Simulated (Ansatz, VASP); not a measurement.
**Tl: VASP beside Ansatz**

```xyz
1
Lattice="0.0000 2.4723 2.4723 2.4723 0.0000 2.4723 2.4723 2.4723 0.0000" Properties=species:S:1:pos:R:3 pbc="T T T"
Tl    0.0000    0.0000    0.0000
```

Change from the starting cell: volume scaled by 0.97, PAW files.

Alike in both runs: task electric field gradients; functional PBE; k mesh 14 × 14 × 14; occupations fermi-dirac, width 0.08 eV; no spin polarisation.

|  | VASP | Ansatz |
| --- | --- | --- |
| version | VASP 6.6.1 | Ansatz 0.2.0 |
| potentials or method | VASP PAW PBE potentials, release 64 (Tl_d) | PAW with Ansatz's default frozen-core files, scalar-relativistic |
| plane-wave cutoff (eV) | 520 | 420 |
| valence electrons in the cell | 13 | 13 |

|  | VASP | Ansatz | Ansatz less VASP |
| --- | --- | --- | --- |
| pressure (GPa) | 0.9 | 0.9 | +0.06 |

Spin-orbit coupling is off throughout.
